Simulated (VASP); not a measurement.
Set up this calculation in VASP 6.6.1, as the native input.

* Task: single point
* Functional: PBEsol
* Dispersion: D3(BJ)
* Potentials or basis: VASP PAW PBE potentials, release 64 (Fe, Co)
* Cutoff: 600 eV
* k mesh: 4 × 4 × 5
* Occupations: fermi-dirac, width 0.15 eV
* Spin: collinear spin, ferromagnetic start
* Starting moments: [3.5, 3.5, 3.5, 2.5] μB
* Dipole correction: no
* Further INCAR settings: ALGO = Normal; EDIFF = 1e-06; NBANDS = 28

The structure of Fe3Co lies in POSCAR:

```
Fe3Co
1.0
    4.0235790000      0.0000000000      0.0000000000
    0.0000000000      4.0235790000      0.0000000000
    0.0000000000      0.0000000000      2.8277050000
Fe Co
3 1
Direct
    0.5000000000      0.5000000000      0.0000000000
    0.5000000000      0.0000000000      0.5000000000
    0.0000000000      0.5000000000      0.5000000000
    0.0000000000      0.0000000000      0.0000000000
```

The input as run:

INCAR

```
ALGO = Normal
EDIFF = 1E-6
ENCUT = 600
GGA = PS
GGA_COMPAT = False
ISIF = 2
ISMEAR = -1
ISPIN = 2
IVDW = 12
LASPH = True
LCHARG = False
LMAXMIX = 4
LORBIT = 11
LREAL = False
LWAVE = False
MAGMOM = 3.5 3.5 3.5 2.5
NBANDS = 28
NELM = 200
PREC = Accurate
SIGMA = 0.15
```

KPOINTS

```
k-points
0
Gamma
  4 4 5
```

Potentials or basis: VASP PAW PBE potentials, release 64 (Fe, Co).

Launch:

```console
$ cat potpaw_PBE.64/Fe/POTCAR potpaw_PBE.64/Co/POTCAR > POTCAR
$ mpirun -np 1 vasp_std > vasp.out
```

It gave:

The pressure is -13.0 GPa and the net moment is 9.12 μB per cell. The site moments are Fe +2.31, +2.54 (each value once); Co +1.70 μB, the valence electrons inside the program's atomic spheres are Fe 7.27, 7.21 (each value once); Co 8.24 and the dispersion energy per atom is -0.337 eV.

Caveat: the k points lie up to 0.44 Å⁻¹ apart; the PAW data sets were made with another functional, which shifts forces and pressure a little.

It took 50 s on 1 thread of AMD EPYC 7R13 Processor (Zen 3), on a shared host, peak memory 0.19 GiB.
